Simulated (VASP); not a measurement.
Wanted: the native input for a VASP 6.6.1 run.

```yaml
Task: single point
Functional: PBEsol
Potentials_or_basis: VASP PAW PBE potentials, release 64 (Nb_sv)
Cutoff: 520 eV
k_mesh: 16 × 16 × 16
Occupations: fermi-dirac, width 0.1 eV
Spin: no spin polarisation
Dipole_correction: no
Further_INCAR_settings: ALGO = Normal; EDIFF = 1e-06; NBANDS = 12
```

The structure of Nb lies in POSCAR:

```
Nb
1.0
   -1.3799263129      1.3799263129      1.3799263129
    1.3799263129     -1.3799263129      1.3799263129
    1.3799263129      1.3799263129     -1.3799263129
Nb
1
Direct
    0.0000000000      0.0000000000      0.0000000000
```

This cell differs from its parent crystal: volume scaled by 0.6.

The input as run:

INCAR

```
SYSTEM = Nb
PREC = Accurate
ENCUT = 520
EDIFF = 1E-6
ISMEAR = -1
SIGMA = 0.1
LREAL = .FALSE.
LASPH = .TRUE.
NELM = 60
ALGO = Normal
ISIF = 2
LWAVE = .FALSE.
LCHARG = .TRUE.
GGA = PS
LELF = .TRUE.
LVHAR = .TRUE.
NBANDS = 12
```

KPOINTS

```
Automatic mesh
0
G
  16 16 16
  0 0 0
```

Potentials or basis: VASP PAW PBE potentials, release 64 (Nb_sv).

Command:

```bash
$ cat potpaw_PBE.64/Nb_sv/POTCAR > POTCAR
$ mpirun -np 1 vasp_std > vasp.out
```

It gave:

```json
{
  "Pressure": "239.3 GPa"
}
```

Caveat: the PAW data sets were made with another functional, which shifts forces and pressure a little.

It took 30 s on 1 thread of Intel Xeon 6975P-C, on a shared host, peak memory 0.13 GiB.
